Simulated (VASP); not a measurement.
Set up this calculation in VASP 6.6.1, as the native input.

| Quantity | Value |
| --- | --- |
| Task | relaxation of cell and atoms |
| Functional | LDA |
| Potentials or basis | VASP PAW LDA potentials, release 64 (Hf_pv, O) |
| Cutoff | 600 eV |
| k mesh | 6 × 6 × 8 |
| Occupations | fermi-dirac, width 0.02 eV |
| Spin | no spin polarisation |
| Dipole correction | no |
| Further INCAR settings | ALGO = Normal; EDIFF = 1e-07; IBRION = 2; EDIFFG = -0.005; NSW = 80; ISIF = 3 |

The structure of HfO2 lies in POSCAR:

```
HfO2
1.0
    4.8804582503      0.0000000000      0.0000000000
    0.0000000000      4.8804582503      0.0000000000
    0.0000000000      0.0000000000      3.2378138001
Hf O
2 4
Direct
    0.0000000000      0.0000000000      0.0000000000
    0.5000000000      0.5000000000      0.5000000000
    0.3051910966      0.3051910966      0.0000000000
    0.1948089034      0.8051910966      0.5000000000
    0.8051910966      0.1948089034      0.5000000000
    0.6948089034      0.6948089034      0.0000000000
```

The input as run:

INCAR

```
  PREC = Accurate
  ENCUT = 600
  EDIFF = 1E-7
  ISMEAR = -1
  SIGMA = 0.02
  LREAL = F
  LASPH = T
  NELM = 60
  ALGO = Normal
  ISIF = 3
  LWAVE = F
  LCHARG = F
  GGA = CA
  IBRION = 2
  NSW = 80
  EDIFFG = -0.005
```

KPOINTS

```
regular mesh
0
Gamma
  6 6 8
```

Potentials or basis: VASP PAW LDA potentials, release 64 (Hf_pv, O).

Command:

```bash
$ cat potpaw_LDA.64/Hf_pv/POTCAR potpaw_LDA.64/O/POTCAR > POTCAR
$ mpirun -np 1 vasp_std > vasp.out
```

It gave:

| Quantity | Value |
| --- | --- |
| Relaxed volume | 12.06 Å³/atom |
| Relaxed cell | a = 4.772 Å, b = 4.772 Å, c = 3.177 Å, α = 90.00°, β = 90.00°, γ = 90.00° |
| Space group after relaxing (to 0.1 Å) | P4_2/mnm (No. 136) |
| Energy gained by relaxing | 36.1 meV/atom |
| Ionic steps | 12 |
| Pressure after relaxing | 0.0 GPa |
| Band gap on the k mesh | 3.87 eV |

Caveat: spin-orbit coupling is left out, which moves the levels of the heavy elements.

It took 6.3 min on 1 thread of Intel(R) Xeon(R) 6975P-C (Granite Rapids), with other jobs on the host, peak memory 0.26 GiB.
